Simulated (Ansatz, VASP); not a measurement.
## SiP5: VASP beside Ansatz

```
Si P
1.0
     3.39571    1.96051    5.07572
    -3.39571    1.96051    5.07572
     0.00000   -3.92103    5.07572
Si P
1 5
Direct
  0.50000 0.50000 0.50000
  0.50000 0.50000 0.00000
  0.00000 0.50000 0.50000
  0.50000 0.00000 0.50000
  0.63936 0.63936 0.63936
  0.36064 0.36064 0.36064
```

Alike in both runs: task relaxation of cell and atoms; functional PBE; k mesh 3 × 3 × 3; occupations gaussian, width 0.1 eV; no spin polarisation.

|  | VASP | Ansatz |
| --- | --- | --- |
| version | VASP 6.6.1 | Ansatz 0.2.0 |
| potentials or method | VASP PAW PBE potentials, release 64 (Si, P), cutoff 600 eV | scalar-relativistic, plane waves, PAW |
| valence electrons in the cell | 29 | 29 |

|  | VASP | Ansatz | Ansatz less VASP |
| --- | --- | --- | --- |
| gap on the k mesh at the Fermi level, each at its own relaxed structure (eV) | none | none | - |
| relaxed volume (Å³/atom) | 17.05 | 17.48 | +0.429 |
| relaxed cell length with the largest relative difference (Å) | 4.697 | 4.770 | +0.0727 |

A gap of «none» marks a metal or a gap that the smearing closes.

The k mesh is coarse, so the values compare programs but aren't converged. Noted on VASP's run: the volume moved by over 15 % at a fixed basis, so the end points are rough.
